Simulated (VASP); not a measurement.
Runs of VASP 6.6.1 on GaSb. The structure is that of space group F-43m (No. 216), or close to it. The cells are those of the table. 

```tsv
level	cell	smearing	gap on the mesh (eV)	pressure (GPa)
PBE	a = 4.292 Å, angles 60.0°, 2 atoms	fermi-dirac 0.02 eV	0.20	3.8
PBE	a = 4.509 Å, angles 60.0°, 2 atoms	fermi-dirac 0.02 eV	none	-2.8
PBE	a = 4.466 Å, angles 60.0°, 2 atoms	fermi-dirac 0.02 eV	none	-1.9
PBE	a = 4.423 Å, angles 60.0°, 2 atoms	fermi-dirac 0.02 eV	none	(b)
r2SCAN	a = 4.162 Å, angles 60.0°, 2 atoms	gaussian 0.01 eV	(a)	8.9
```

Alike in all rows: task single point; potentials or basis VASP PAW PBE potentials, release 64 (Ga_d, Sb); no spin polarisation; k mesh 8 × 8 × 8; cutoff (eV) 520.

Question: Estimate the missing entries.

Answer: (a) 0.91; (b) -0.8.

Caveats: spin-orbit coupling is left out, which moves the levels of the heavy elements; the PAW data sets were made with another functional, which shifts forces and pressure a little (some runs).

A k mesh can miss the band edges, and the runs leave out spin-orbit coupling on Ga, Sb.

A gap of «none» marks levels without a gap at the run's occupations.
